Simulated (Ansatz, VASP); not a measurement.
# HfO2: VASP beside Ansatz

The input INCAR:

```
PREC = Accurate ; ENCUT = 520
EDIFF = 1E-7 ; ISMEAR = 0
SIGMA = 0.01 ; LREAL = False
LASPH = True ; NELM = 80
ALGO = Normal ; ISIF = 2
LWAVE = False ; LCHARG = True
GGA = PS ; LELF = True
LVHAR = True ; NBANDS = 31
```

KPOINTS

```
Automatic mesh
0
Gamma
  4 4 6
```

File POSCAR:

```
HfO2
1.0
    4.8135330000      0.0000000000      0.0000000000
    0.0000000000      4.8135330000      0.0000000000
    0.0000000000      0.0000000000      3.2054150000
Hf O
2 4
Direct
    0.0000000000      0.0000000000      0.0000000000
    0.5000000000      0.5000000000      0.5000000000
    0.1949550000      0.8050450000      0.5000000000
    0.3050450000      0.3050450000      0.0000000000
    0.6949550000      0.6949550000      0.0000000000
    0.8050450000      0.1949550000      0.5000000000
```

Input for Ansatz:

```yaml
crystal:
  lattice:
    - [4.813533, 0.0, 0.0]
    - [0.0, 4.813533, 0.0]
    - [0.0, 0.0, 3.205415]
  atoms:
    - { symbol: Hf, position: [0.0, 0.0, 0.0] }
    - { symbol: Hf, position: [0.5, 0.5, 0.5] }
    - { symbol: O, position: [0.194955, 0.805045, 0.5] }
    - { symbol: O, position: [0.305045, 0.305045, 0.0] }
    - { symbol: O, position: [0.694955, 0.694955, 0.0] }
    - { symbol: O, position: [0.805045, 0.194955, 0.5] }
basis:
  ecutwfc: 450.0
kpoints:
  mp_grid:
    grid: [4, 4, 6]
hamiltonian:
  xc: pbesol
  pseudopotentials:
    kind: paw
scf:
  occupations:
    method: fixed
output:
  stress: true
```

Alike in both runs: task single point; functional PBEsol; k mesh 4 × 4 × 6; no spin polarisation.

```csv
,VASP,Ansatz
version,VASP 6.6.1,Ansatz 0.2.0
potentials or method,"VASP PAW PBE potentials, release 64 (Hf_pv, O), cutoff 520 eV","plane waves, PAW"
occupations,"gaussian, width 0.01 eV",fixed
valence electrons in the cell,44,76
```

|  | VASP | Ansatz | Ansatz less VASP |
| --- | --- | --- | --- |
| pressure (GPa) | -0.9 | 1.9 | +2.74 |
| traceless stress, the component that is largest in VASP (GPa) | -0.50 | -0.05 | +0.446 |

VASP's potentials were made for PBE, not for PBEsol. VASP's potentials hold 44 valence electrons a cell and Ansatz's 76, so a difference there can come from the potentials and not from the codes.

Spin-orbit coupling is off throughout.
